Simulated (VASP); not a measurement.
# Y (Fm-3m) in VASP: a series of runs

Runs on Y. Level: LDA. Tasks: single point.

All numbers are computed with VASP 6.6.1; they aren't measurements. Logs are shortened: lines on timing, memory, paths and dates and some standing lists are left out, and cuts for length are marked.

## Step 1: The cell of the first run

It takes space group Fm-3m (No. 225, cubic). The conventional cell has a = 3.702 Å, b = 3.702 Å, c = 3.702 Å, α = 90.00°, β = 90.00°, γ = 90.00°. Y (site symmetry m-3m) has 12 Y at 2.62 Å within 3.5 Å.

This isn't the form of Y at room conditions, which is hcp.

## Step 2: Single point, LDA

INCAR

```
ALGO = Normal ; EDIFF = 1E-6
ENCUT = 520 ; ISIF = 2
ISMEAR = -1 ; ISYM = 0
LASPH = T ; LCHARG = F
LREAL = F ; LWAVE = F
NBANDS = 12 ; NELM = 60
PREC = Accurate ; SIGMA = 0.08
```

KPOINTS

```
k-points
0
Gamma
  13 13 13
```

POSCAR

```
Y
1.0
    0.0000000000      1.8510076718      1.8510076718
    1.8510076718      0.0000000000      1.8510076718
    1.8510076718      1.8510076718      0.0000000000
Y
1
Direct
    0.0000000000      0.0000000000      0.0000000000
```

Potentials or basis: VASP PAW LDA potentials, release 64 (Y_sv).

Command:

```sh
$ cat potpaw_LDA.64/Y_sv/POTCAR > POTCAR
$ mpirun -np 1 vasp_std > vasp.out
```

OUTCAR:

```text
EDIFF = 1E-6
   ENCUT = 520
   ISIF = 2
   ISMEAR = -1
   ISYM = 0
   LASPH = T
   LREAL = F
   NELM = 60
   PREC = Accurate

 ion  position               nearest neighbor table
   1  0.000  0.000  0.000-

IMPORTANT INFORMATION: All symmetrisations will be switched off!
NOSYMM: (Re-)initialisation of all symmetry stuff for point group C_1.

----------------------------------------------------------------------------------------

                                     Primitive cell

  volume of cell :      12.6840

  direct lattice vectors                    reciprocal lattice vectors
     0.000000000  1.851007672  1.851007672    -0.270123138  0.270123138  0.270123138
     1.851007672  0.000000000  1.851007672     0.270123138 -0.270123138  0.270123138
     1.851007672  1.851007672  0.000000000     0.270123138  0.270123138 -0.270123138

  length of vectors
     2.617720154  2.617720154  2.617720154     0.467866999  0.467866999  0.467866999

  position of ions in fractional coordinates (direct lattice)
     0.000000000  0.000000000  0.000000000

  ion indices of the primitive-cell ions
   primitive index   ion index
                 1           1

----------------------------------------------------------------------------------------

 KPOINTS: k-points

Automatic generation of k-mesh.
 Grid dimensions read from file:
 generate k-points for:   13   13   13

 Generating k-lattice:

  Cartesian coordinates                     Fractional coordinates (reciprocal lattice)
    -0.020778703  0.020778703  0.020778703     0.076923077  0.000000000  0.000000000
     0.020778703 -0.020778703  0.020778703     0.000000000  0.076923077  0.000000000
     0.020778703  0.020778703 -0.020778703     0.000000000  0.000000000  0.076923077

  Length of vectors
     0.035989769  0.035989769  0.035989769

  Shift w.r.t. Gamma in fractional coordinates (k-lattice)
     0.000000000  0.000000000  0.000000000

 Subroutine IBZKPT returns following result:
 ===========================================

 Found   1099 irreducible k-points:

 Following reciprocal coordinates:
            Coordinates               Weight
  0.000000  0.000000  0.000000      1.000000
  0.076923  0.000000  0.000000      2.000000
  0.000000  0.076923  0.000000      2.000000
  0.000000  0.000000  0.076923      2.000000
  0.076923  0.076923  0.076923      2.000000
  0.153846  0.000000  0.000000      2.000000
[... 16 lines left out ...]
  0.000000  0.461538  0.000000      2.000000
  0.000000  0.000000  0.461538      2.000000
 [... further k-points ...]
   k-points           NKPTS =   1099   k-points in BZ     NKDIM =   1099   number of bands    NBANDS=     12
   number of dos      NEDOS =    301   number of ions     NIONS =      1
   total plane-waves  NPLWV =   8000
   dimension x,y,z NGX =    20 NGY =   20 NGZ =   20
   dimension x,y,z NGXF=    40 NGYF=   40 NGZF=   40
   ions per type =               1
   NGX,Y,Z   is equivalent  to a cutoff of  12.70, 12.70, 12.70 a.u.
   NGXF,Y,Z  is equivalent  to a cutoff of  25.40, 25.40, 25.40 a.u.
 SYSTEM =  unknown system
   PREC   = accura    normal or accurate (medium, high low for compatibility)
   ISTART =      0    job   : 0-new  1-cont  2-samecut
   ICHARG =      2    charge: 1-file 2-atom 10-const
   ISPIN  =      1    spin polarized calculation?
   LNONCOLLINEAR =      F non collinear calculations
   LSORBIT =      F    spin-orbit coupling
   LASPH  =      T    aspherical Exc in radial PAW
   ENCUT  =  520.0 eV  38.22 Ry    6.18 a.u.   4.87  4.87  4.87*2*pi/ulx,y,z
   NELM   =     60;   NELMIN=  2; NELMDL= -5     # of ELM steps
   EDIFF  = 0.1E-05   stopping-criterion for ELM
   LREAL  =      F    real-space projection
   EDIFFG = 0.1E-04   stopping-criterion for IOM
   NSW    =      0    number of steps for IOM
   IBRION =     -1    ionic relax: 0-MD 1-quasi-New 2-CG
   NFREE  =      0    steps in history (QN), initial steepest desc. (CG)
   ISIF   =      2    stress and relaxation
   ISYM   =      0    0-nonsym 1-usesym 2-fastsym
   POTIM  = 0.5000    time-step for ionic-motion
   TEBEG  =    0.0;   TEEND  =   0.0 temperature during run
   PSTRESS=    0.0 pullay stress
   NELECT =      11.0000    total number of electrons
   NUPDOWN=      -1.0000    fix difference up-down
   EMIN   =  10.00;   EMAX   =-10.00  energy-range for DOS
   EFERMI =   0.00;   METHOD = LEGACY
   ISMEAR =    -1;   SIGMA  =   0.08  broadening in eV -4-tet -1-fermi 0-gaus
   EFERMI_NEDOS =   21; number of points for ismear=-14 and -15
   IALGO  =     38    algorithm
   IMIX   =      4    mixing-type and parameters
     AMIX     =   0.40;   BMIX     =  1.00
     AMIX_MAG =   1.60;   BMIX_MAG =  1.00
  volume/ion in A,a.u.               =      12.68        85.60
  Fermi-wavevector in a.u.,A,eV,Ry     =   1.561184  2.950211 33.161431  2.437296
  Thomas-Fermi vector in A             =   2.664287
   LORBIT       =      0    0 simple, 1 ext, 2 COOP (PROOUT), +10 PAW based schemes
   GGA     = CA    functional components
   LHFCALC =     F    Hartree Fock is set to
   AEXX    =    0.0000 exact exchange contribution
   IVDW    =     0    specifies the selected vdW correction
   LEPSILON=     F    determine dielectric tensor
   LRPA    =     F    only Hartree local field effects (RPA)
 non-spin polarized calculation
  energy-cutoff  :      520.00
  volume of cell :       12.68
 maximum number of plane-waves:       350
   NGX =  9   NGY =  9   NGZ =  9

 number of electron      10.9999999 magnetization

 Free energy of the ion-electron system (eV)
  ---------------------------------------------------
  ext. energy  EPLUGINS =         0.00000000
  ---------------------------------------------------
  free energy    TOTEN  =        -2.99696091 eV

  energy without entropy =       -2.97946154  energy(sigma->0) =       -2.98821123

 E-fermi :   9.4036     XC(G=0): -14.1161

 val. band max:        9.3956447689   @ k =   0.3846  -0.1538  -0.1538
 cond. band min:       9.5130836522   @ k =   0.4615  -0.3846  -0.3846
 fundamental gap:      0.1174388833
 Fermi energy:         9.4035994835

 k-point     1 :       0.0000    0.0000    0.0000
  band No.  band energies     occupation
      1     -33.9064      2.00000
      2      -9.4880      2.00000
      3      -9.4880      2.00000
      4      -9.4880      2.00000
      5       6.6985      2.00000
      6      11.5194      0.00000
      7      11.5194      0.00000
      8      11.5194      0.00000
      9      17.2463      0.00000
     10      17.2463      0.00000
     11      20.5282      0.00000
     12      27.6428      0.00000

 k-point     2 :       0.0769    0.0000    0.0000
  band No.  band energies     occupation
      1     -33.8107      2.00000
      2      -9.9974      2.00000
      3      -9.5417      2.00000
      4      -9.5417      2.00000
      5       7.1723      2.00000
      6      11.1394      0.00000
      7      11.7221      0.00000
      8      11.7221      0.00000
      9      16.8682      0.00000
     10      16.8682      0.00000
     11      21.4948      0.00000
     12      26.6208      0.00000

 k-point     3 :       0.0000    0.0769    0.0000
  band No.  band energies     occupation
      1     -33.8107      2.00000
      2      -9.9974      2.00000
      3      -9.5417      2.00000
      4      -9.5417      2.00000
      5       7.1723      2.00000
      6      11.1394      0.00000
      7      11.7221      0.00000
      8      11.7221      0.00000
      9      16.8682      0.00000
     10      16.8682      0.00000
     11      21.4948      0.00000
     12      26.6208      0.00000

 k-point     4 :       0.0000    0.0000    0.0769
  band No.  band energies     occupation
      1     -33.8107      2.00000
      2      -9.9974      2.00000
      3      -9.5417      2.00000
      4      -9.5417      2.00000
      5       7.1723      2.00000
      6      11.1394      0.00000
      7      11.7221      0.00000
      8      11.7221      0.00000
      9      16.8682      0.00000
     10      16.8682      0.00000
     11      21.4948      0.00000
     12      26.6208      0.00000

 k-point     5 :       0.0769    0.0769    0.0769
  band No.  band energies     occupation
      1     -33.8107      2.00000
      2      -9.9974      2.00000
      3      -9.5417      2.00000
      4      -9.5417      2.00000
      5       7.1723      2.00000
      6      11.1394      0.00000
      7      11.7221      0.00000
      8      11.7221      0.00000
      9      16.8682      0.00000
     10      16.8682      0.00000
     11      21.4948      0.00000
     12      26.6208      0.00000
[... 228 lines left out ...]
      1     -32.2132      2.00000
      2     -15.7105      2.00000
      3     -10.2371      2.00000
      4     -10.2371      2.00000
      5       6.3840      2.00000
      6      11.2221      0.00000
      7      11.2221      0.00000
      8      16.1675      0.00000
      9      19.8418      0.00000
     10      19.8418      0.00000
     11      21.2184      0.00000
     12      34.1536      0.00000

 k-point    22 :       0.4615    0.0000    0.0000
  band No.  band energies     occupation
      1     -31.9485      2.00000
      2     -16.3931      2.00000
      3     -10.3230      2.00000
      4     -10.3230      2.00000
      5       6.0985      2.00000
      6      10.9184      0.00000
      7      10.9184      0.00000
      8      16.8379      0.00000
      9      21.5408      0.00000
     10      21.5408      0.00000
     11      21.9953      0.00000
     12      31.5415      0.00000

 k-point    23 :       0.0000    0.4615    0.0000
  band No.  band energies     occupation
      1     -31.9485      2.00000
      2     -16.3931      2.00000
      3     -10.3230      2.00000
      4     -10.3230      2.00000
      5       6.0985      2.00000
      6      10.9184      0.00000
      7      10.9184      0.00000
      8      16.8379      0.00000
      9      21.5408      0.00000
     10      21.5408      0.00000
     11      21.9953      0.00000
     12      31.5415      0.00000

 k-point    24 :       0.0000    0.0000    0.4615
  band No.  band energies     occupation
      1     -31.9485      2.00000
      2     -16.3931      2.00000
      3     -10.3230      2.00000
      4     -10.3230      2.00000
      5       6.0985      2.00000
      6      10.9184      0.00000
      7      10.9184      0.00000
      8      16.8379      0.00000
      9      21.5408      0.00000
     10      21.5408      0.00000
     11      21.9953      0.00000
     12      31.5415      0.00000

 [... further k-points ...]

------------------------ aborting loop because EDIFF is reached ----------------------------------------

  FORCE on cell =-STRESS in cart. coord.  units (eV):
  Direction    XX          YY          ZZ          XY          YZ          ZX
  --------------------------------------------------------------------------------------
  -------------------------------------------------------------------------------------
  Total       11.3555116     11.3555115     11.3555115      0.0000003     -0.0000004      0.0000003
  in kB     1434.3747632   1434.3747564   1434.3747473      0.0000348     -0.0000466      0.0000418
  external PRESSURE =    1434.3747557 kB  Pullay stress =       0.0000000 kB

 VOLUME and BASIS-vectors are now :
 -----------------------------------------------------------------------------
  energy-cutoff  :      520.00
  volume of cell :       12.68
      direct lattice vectors                 reciprocal lattice vectors
     0.000000000  1.851007672  1.851007672    -0.270123138  0.270123138  0.270123138
     1.851007672  0.000000000  1.851007672     0.270123138 -0.270123138  0.270123138
     1.851007672  1.851007672  0.000000000     0.270123138  0.270123138 -0.270123138

 POSITION                                       TOTAL-FORCE (eV/Angst)
 -----------------------------------------------------------------------------------
      0.00000      0.00000      0.00000         0.000000     -0.000000      0.000000
 -----------------------------------------------------------------------------------
    total drift:                                0.000000     -0.000000      0.000000

  FREE ENERGIE OF THE ION-ELECTRON SYSTEM (eV)
  ---------------------------------------------------
  free  energy   TOTEN  =        -2.9969609119 eV

  energy  without entropy=       -2.9794615396  energy(sigma->0) =       -2.98821123
```

Wall time 1.9 min (1 thread of Intel Xeon 6975P-C (Granite Rapids), shared host); peak memory 0.29 GiB.

Results:

```yaml
Free_energy: -2.9970 eV
Pressure: 143.4 GPa
Band_gap_on_the_k_mesh: zero (an odd number of electrons rules out a gap without spin polarisation)
```

Caveat: the cell stands under pressure.

## Step 3: Single point, LDA

This run uses another cell than the first one, of 29.50 Å³/atom.

INCAR

```
PREC = Accurate ; ENCUT = 520
EDIFF = 1E-6 ; ISMEAR = -1
SIGMA = 0.08 ; LREAL = False
LASPH = True ; NELM = 80
ALGO = Normal ; ISIF = 2
LWAVE = False ; LCHARG = False
GGA = CA ; NBANDS = 12
ISYM = 0
```

KPOINTS

```
Automatic mesh
0
Gamma
  13 13 13
```

POSCAR

```
Y
1.0
    0.0000000000      2.4523666429      2.4523666429
    2.4523666429      0.0000000000      2.4523666429
    2.4523666429      2.4523666429      0.0000000000
Y
1
Direct
    0.0000000000      0.0000000000      0.0000000000
```

Potentials or basis: VASP PAW LDA potentials, release 64 (Y_sv).

Command:

```sh
$ cat potpaw_LDA.64/Y_sv/POTCAR > POTCAR
$ mpirun -np 1 vasp_std > vasp.out
```

Wall time 4.9 min (1 thread of Intel Xeon 6975P-C (Granite Rapids), shared host); peak memory 0.51 GiB.

It converged, with:

```
Free energy            : -6.9541 eV
Pressure               : -0.2 GPa
Band gap on the k mesh : zero (an odd number of electrons rules out a gap without spin polarisation)
```

Levels at points of the mesh, in eV from the Fermi level:
```
           k point  band 4  band 5  band 6  band 7  band 8  band 9
(0.00, 0.00, 0.00)  -21.95   -4.87    1.84    1.84    1.84    4.08
```
